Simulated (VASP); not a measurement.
# Sr (Im-3m) in VASP: notebook

The runs below take Sr through single point, with PBEsol.

Everything below comes from runs of VASP 6.6.1. Logs are shortened: lines on timing, memory, paths and dates and some standing lists are left out, and cuts for length are marked.

## 1. The cell of the first run

The structure is cubic, space group Im-3m (No. 229). Conventional cell: a = 4.251 Å, b = 4.251 Å, c = 4.251 Å, α = 90.00°, β = 90.00°, γ = 90.00°. Within 4.8 Å of Sr (site symmetry m-3m) lie 14 Sr at 3.68 to 4.25 Å.

## 2. Single point, PBEsol (volume scaled by 0.75)

Input file INCAR:

```
PREC = Accurate
ENCUT = 520
EDIFF = 1E-6
ISMEAR = -1
SIGMA = 0.08
LREAL = F
LASPH = T
NELM = 60
ALGO = Normal
ISIF = 2
LWAVE = F
LCHARG = F
GGA = PS
NBANDS = 11
```

Input file KPOINTS:

```
regular mesh
0
Gamma
  11 11 11
```

Input file POSCAR:

```
Sr
1.0
   -2.1256323524      2.1256323524      2.1256323524
    2.1256323524     -2.1256323524      2.1256323524
    2.1256323524      2.1256323524     -2.1256323524
Sr
1
Direct
    0.0000000000      0.0000000000      0.0000000000
```

Potentials or basis: VASP PAW PBE potentials, release 64 (Sr_sv).

Started as:

```console
$ cat potpaw_PBE.64/Sr_sv/POTCAR > POTCAR
$ mpirun -np 1 vasp_std > vasp.out
```

OUTCAR:

```text
PREC = Accurate
   ENCUT = 520
   EDIFF = 1E-6
   ISMEAR = -1
   LREAL = F
   LASPH = T
   NELM = 60
   ISIF = 2
   GGA = PS

 ion  position               nearest neighbor table
   1  0.000  0.000  0.000-

  LATTYP: Found a body centered cubic cell.
 ALAT       =     4.2512647048

  Lattice vectors:

 A1 = (  -2.1256323524,   2.1256323524,   2.1256323524)
 A2 = (   2.1256323524,  -2.1256323524,   2.1256323524)
 A3 = (   2.1256323524,   2.1256323524,  -2.1256323524)

Analysis of symmetry for initial positions (statically):
=====================================================================
 Subroutine PRICEL returns:
 Original cell was already a primitive cell.

 Routine SETGRP: Setting up the symmetry group for a
 body centered cubic supercell.

 Subroutine GETGRP returns: Found 48 space group operations
 (whereof 48 operations were pure point group operations)
 out of a pool of 48 trial point group operations.

The static configuration has the point symmetry O_h .

Analysis of symmetry for dynamics (positions and initial velocities):
=====================================================================
 Subroutine PRICEL returns:
 Original cell was already a primitive cell.

 Routine SETGRP: Setting up the symmetry group for a
 body centered cubic supercell.

 Subroutine GETGRP returns: Found 48 space group operations
 (whereof 48 operations were pure point group operations)
 out of a pool of 48 trial point group operations.

The dynamic configuration has the point symmetry O_h .

 Subroutine INISYM returns: Found 48 space group operations
 (whereof 48 operations are pure point group operations),
 and found     1 'primitive' translations

----------------------------------------------------------------------------------------

                                     Primitive cell

  volume of cell :      38.4171

  direct lattice vectors                    reciprocal lattice vectors
    -2.125632352  2.125632352  2.125632352     0.000000000  0.235224120  0.235224120
     2.125632352 -2.125632352  2.125632352     0.235224120  0.000000000  0.235224120
     2.125632352  2.125632352 -2.125632352     0.235224120  0.235224120  0.000000000

  length of vectors
     3.681703233  3.681703233  3.681703233     0.332657141  0.332657141  0.332657141

  position of ions in fractional coordinates (direct lattice)
     0.000000000  0.000000000  0.000000000

  ion indices of the primitive-cell ions
   primitive index   ion index
                 1           1

----------------------------------------------------------------------------------------

 KPOINTS: regular mesh

Automatic generation of k-mesh.
 Grid dimensions read from file:
 generate k-points for:   11   11   11

 Generating k-lattice:

  Cartesian coordinates                     Fractional coordinates (reciprocal lattice)
     0.000000000  0.021384011  0.021384011     0.090909091  0.000000000  0.000000000
     0.021384011  0.000000000  0.021384011     0.000000000  0.090909091  0.000000000
     0.021384011  0.021384011  0.000000000     0.000000000  0.000000000  0.090909091

  Length of vectors
     0.030241558  0.030241558  0.030241558

  Shift w.r.t. Gamma in fractional coordinates (k-lattice)
     0.000000000  0.000000000  0.000000000

 Subroutine IBZKPT returns following result:
 ===========================================

 Found     56 irreducible k-points:

 Following reciprocal coordinates:
            Coordinates               Weight
  0.000000  0.000000  0.000000      1.000000
  0.090909  0.000000  0.000000     12.000000
  0.181818  0.000000  0.000000     12.000000
  0.272727  0.000000  0.000000     12.000000
  0.363636  0.000000  0.000000     12.000000
  0.454545  0.000000  0.000000     12.000000
[... 16 lines left out ...]
  0.272727  0.181818  0.090909     48.000000
  0.363636  0.181818  0.090909     24.000000
 [... further k-points ...]
   k-points           NKPTS =     56   k-points in BZ     NKDIM =     56   number of bands    NBANDS=     11
   number of dos      NEDOS =    301   number of ions     NIONS =      1
   total plane-waves  NPLWV =  21952
   dimension x,y,z NGX =    28 NGY =   28 NGZ =   28
   dimension x,y,z NGXF=    56 NGYF=   56 NGZF=   56
   ions per type =               1
   NGX,Y,Z   is equivalent  to a cutoff of  12.64, 12.64, 12.64 a.u.
   NGXF,Y,Z  is equivalent  to a cutoff of  25.29, 25.29, 25.29 a.u.
 SYSTEM =  unknown system
   PREC   = accura    normal or accurate (medium, high low for compatibility)
   ISTART =      0    job   : 0-new  1-cont  2-samecut
   ICHARG =      2    charge: 1-file 2-atom 10-const
   ISPIN  =      1    spin polarized calculation?
   LNONCOLLINEAR =      F non collinear calculations
   LSORBIT =      F    spin-orbit coupling
   LASPH  =      T    aspherical Exc in radial PAW
   ENCUT  =  520.0 eV  38.22 Ry    6.18 a.u.   6.85  6.85  6.85*2*pi/ulx,y,z
   NELM   =     60;   NELMIN=  2; NELMDL= -5     # of ELM steps
   EDIFF  = 0.1E-05   stopping-criterion for ELM
   LREAL  =      F    real-space projection
   EDIFFG = 0.1E-04   stopping-criterion for IOM
   NSW    =      0    number of steps for IOM
   IBRION =     -1    ionic relax: 0-MD 1-quasi-New 2-CG
   NFREE  =      0    steps in history (QN), initial steepest desc. (CG)
   ISIF   =      2    stress and relaxation
   ISYM   =      2    0-nonsym 1-usesym 2-fastsym
   POTIM  = 0.5000    time-step for ionic-motion
   TEBEG  =    0.0;   TEEND  =   0.0 temperature during run
   PSTRESS=    0.0 pullay stress
   NELECT =      10.0000    total number of electrons
   NUPDOWN=      -1.0000    fix difference up-down
   EMIN   =  10.00;   EMAX   =-10.00  energy-range for DOS
   EFERMI =   0.00;   METHOD = LEGACY
   ISMEAR =    -1;   SIGMA  =   0.08  broadening in eV -4-tet -1-fermi 0-gaus
   EFERMI_NEDOS =   21; number of points for ismear=-14 and -15
   IALGO  =     38    algorithm
   IMIX   =      4    mixing-type and parameters
     AMIX     =   0.40;   BMIX     =  1.00
     AMIX_MAG =   1.60;   BMIX_MAG =  1.00
  volume/ion in A,a.u.               =      38.42       259.25
  Fermi-wavevector in a.u.,A,eV,Ry     =   1.045282  1.975296 14.865914  1.092614
  Thomas-Fermi vector in A             =   2.180071
   LORBIT       =      0    0 simple, 1 ext, 2 COOP (PROOUT), +10 PAW based schemes
   GGA     = PS    functional components
   LHFCALC =     F    Hartree Fock is set to
   AEXX    =    0.0000 exact exchange contribution
   IVDW    =     0    specifies the selected vdW correction
   LEPSILON=     F    determine dielectric tensor
   LRPA    =     F    only Hartree local field effects (RPA)
 non-spin polarized calculation
  energy-cutoff  :      520.00
  volume of cell :       38.42
 maximum number of plane-waves:      1055
   NGX = 13   NGY = 13   NGZ = 13

 number of electron      10.0000000 magnetization

 Free energy of the ion-electron system (eV)
  ---------------------------------------------------
  ext. energy  EPLUGINS =         0.00000000
  ---------------------------------------------------
  free energy    TOTEN  =        -1.66367687 eV

  energy without entropy =       -1.64566335  energy(sigma->0) =       -1.65467011

 E-fermi :   2.7596     XC(G=0):  -8.6389

 val. band max:        2.7466558376   @ k =   0.3636   0.2727   0.0000
 cond. band min:       2.7718056174   @ k =  -0.3636  -0.4545   0.1818
 fundamental gap:      0.0251497798
 Fermi energy:         2.7595857620

 k-point     1 :       0.0000    0.0000    0.0000
  band No.  band energies     occupation
      1     -33.0387      2.00000
      2     -14.7790      2.00000
      3     -14.7790      2.00000
      4     -14.7790      2.00000
      5      -1.2522      2.00000
      6       5.6434      0.00000
      7       5.6434      0.00000
      8       5.6434      0.00000
      9       7.4852      0.00000
     10       7.4852      0.00000
     11      12.4028      0.00000

 k-point     2 :       0.0909    0.0000    0.0000
  band No.  band energies     occupation
      1     -33.0327      2.00000
      2     -14.8357      2.00000
      3     -14.7956      2.00000
      4     -14.7795      2.00000
      5      -1.0466      2.00000
      6       5.4583      0.00000
      7       5.5191      0.00000
      8       5.8511      0.00000
      9       7.2062      0.00000
     10       7.4668      0.00000
     11      12.6436      0.00000

 k-point     3 :       0.1818    0.0000    0.0000
  band No.  band energies     occupation
      1     -33.0164      2.00000
      2     -14.9838      2.00000
      3     -14.8400      2.00000
      4     -14.7809      2.00000
      5      -0.4745      2.00000
      6       5.0014      0.00000
      7       5.0309      0.00000
      8       6.4617      0.00000
      9       7.0385      0.00000
     10       7.4701      0.00000
     11      13.0244      0.00000

 k-point     4 :       0.2727    0.0000    0.0000
  band No.  band energies     occupation
      1     -32.9950      2.00000
      2     -15.1697      2.00000
      3     -14.8972      2.00000
      4     -14.7827      2.00000
      5       0.3266      2.00000
      6       4.3269      0.00000
      7       4.5719      0.00000
      8       7.2425      0.00000
      9       7.4355      0.00000
     10       7.5944      0.00000
     11      12.4811      0.00000

 k-point     5 :       0.3636    0.0000    0.0000
  band No.  band energies     occupation
      1     -32.9753      2.00000
      2     -15.3331      2.00000
      3     -14.9489      2.00000
      4     -14.7845      2.00000
      5       1.0972      2.00000
      6       3.9268      0.00000
      7       4.2154      0.00000
      8       7.4654      0.00000
      9       7.8805      0.00000
     10       8.6858      0.00000
     11      11.3673      0.00000

 k-point     6 :       0.4545    0.0000    0.0000
  band No.  band energies     occupation
      1     -32.9634      2.00000
      2     -15.4273      2.00000
      3     -14.9793      2.00000
      4     -14.7855      2.00000
      5       1.5130      2.00000
      6       3.9134      0.00000
      7       4.0248      0.00000
      8       7.4725      0.00000
      9       8.2201      0.00000
     10       9.9194      0.00000
     11      10.5309      0.00000

 k-point     7 :       0.0909    0.0909    0.0000
  band No.  band energies     occupation
      1     -33.0215      2.00000
      2     -14.9374      2.00000
      3     -14.8145      2.00000
      4     -14.7928      2.00000
      5      -0.6564      2.00000
      6       5.1661      0.00000
      7       5.1737      0.00000
      8       6.2770      0.00000
      9       6.8996      0.00000
     10       7.5830      0.00000
     11      12.9654      0.00000

 k-point     8 :       0.1818    0.0909    0.0000
  band No.  band energies     occupation
      1     -33.0027      2.00000
      2     -15.0959      2.00000
      3     -14.8684      2.00000
      4     -14.7996      2.00000
      5       0.0427      2.00000
      6       4.5530      0.00000
      7       4.7298      0.00000
      8       6.8694      0.00000
      9       7.0781      0.00000
     10       7.7854      0.00000
     11      13.0520      0.00000
[... 141 lines left out ...]
 k-point    19 :       0.2727    0.0909    0.0909
  band No.  band energies     occupation
      1     -32.9718      2.00000
      2     -15.3202      2.00000
      3     -14.9651      2.00000
      4     -14.8326      2.00000
      5       1.4745      2.00000
      6       3.7499      0.00001
      7       3.9490      0.00000
      8       7.6483      0.00000
      9       8.0403      0.00000
     10       9.1374      0.00000
     11      11.7806      0.00000

 k-point    20 :       0.3636    0.0909    0.0909
  band No.  band energies     occupation
      1     -32.9616      2.00000
      2     -15.3798      2.00000
      3     -15.0144      2.00000
      4     -14.8364      2.00000
      5       1.9323      1.99994
      6       3.7519      0.00001
      7       3.8036      0.00000
      8       7.6782      0.00000
      9       8.2863      0.00000
     10      10.0718      0.00000
     11      10.7945      0.00000

 k-point    21 :      -0.0909    0.0909    0.0909
  band No.  band energies     occupation
      1     -33.0268      2.00000
      2     -14.8565      2.00000
      3     -14.8126      2.00000
      4     -14.8126      2.00000
      5      -0.8462      2.00000
      6       5.4907      0.00000
      7       5.4907      0.00000
      8       5.8555      0.00000
      9       6.5782      0.00000
     10       7.7839      0.00000
     11      13.2371      0.00000

 k-point    22 :       0.1818    0.1818    0.0909
  band No.  band energies     occupation
      1     -32.9739      2.00000
      2     -15.2898      2.00000
      3     -14.9449      2.00000
      4     -14.8663      2.00000
      5       1.4870      2.00000
      6       3.7083      0.00001
      7       3.8959      0.00000
      8       7.6511      0.00000
      9       8.0673      0.00000
     10       9.0750      0.00000
     11      11.8161      0.00000

 k-point    23 :       0.2727    0.1818    0.0909
  band No.  band energies     occupation
      1     -32.9623      2.00000
      2     -15.3206      2.00000
      3     -15.0316      2.00000
      4     -14.8827      2.00000
      5       2.2260      1.99747
      6       3.5106      0.00017
      7       3.7211      0.00001
      8       7.8311      0.00000
      9       8.2432      0.00000
     10       9.6384      0.00000
     11      10.8320      0.00000

 k-point    24 :       0.3636    0.1818    0.0909
  band No.  band energies     occupation
      1     -32.9580      2.00000
      2     -15.3225      2.00000
      3     -15.0749      2.00000
      4     -14.8874      2.00000
      5       2.4827      1.93915
      6       3.6063      0.00005
      7       3.6093      0.00005
      8       7.8272      0.00000
      9       8.3361      0.00000
     10       9.4475      0.00000
     11      10.9096      0.00000

 [... further k-points ...]
[... 5 lines left out ...]
  --------------------------------------------------------------------------------------
  -------------------------------------------------------------------------------------
  Total        1.3503573      1.3503573      1.3503573     -0.0000000     -0.0000000      0.0000000
  in kB       56.3163952     56.3163952     56.3163952     -0.0000000     -0.0000000      0.0000000
  external PRESSURE =      56.3163952 kB  Pullay stress =       0.0000000 kB

 VOLUME and BASIS-vectors are now :
 -----------------------------------------------------------------------------
  energy-cutoff  :      520.00
  volume of cell :       38.42
      direct lattice vectors                 reciprocal lattice vectors
    -2.125632352  2.125632352  2.125632352     0.000000000  0.235224120  0.235224120
     2.125632352 -2.125632352  2.125632352     0.235224120  0.000000000  0.235224120
     2.125632352  2.125632352 -2.125632352     0.235224120  0.235224120  0.000000000

 POSITION                                       TOTAL-FORCE (eV/Angst)
 -----------------------------------------------------------------------------------
      0.00000      0.00000      0.00000        -0.000000      0.000000     -0.000000
 -----------------------------------------------------------------------------------
    total drift:                               -0.000000     -0.000000     -0.000000

  FREE ENERGIE OF THE ION-ELECTRON SYSTEM (eV)
  ---------------------------------------------------
  free  energy   TOTEN  =        -1.6636768703 eV

  energy  without entropy=       -1.6456633480  energy(sigma->0) =       -1.65467011
```

Run time: 8.4 s. Hardware: 1 thread of Intel Xeon 6975P-C (Granite Rapids), shared host; peak memory 0.16 GiB.

Results:

```
Free energy            : -1.6637 eV
Pressure               : 5.6 GPa
Band gap on the k mesh : zero (band 5 reaches 3.29 eV, above the bottom of band 6 at 2.19 eV)
```

Caveat: the PAW data sets were made with another functional, which shifts forces and pressure a little.

(Continued in part 2 of 2.)
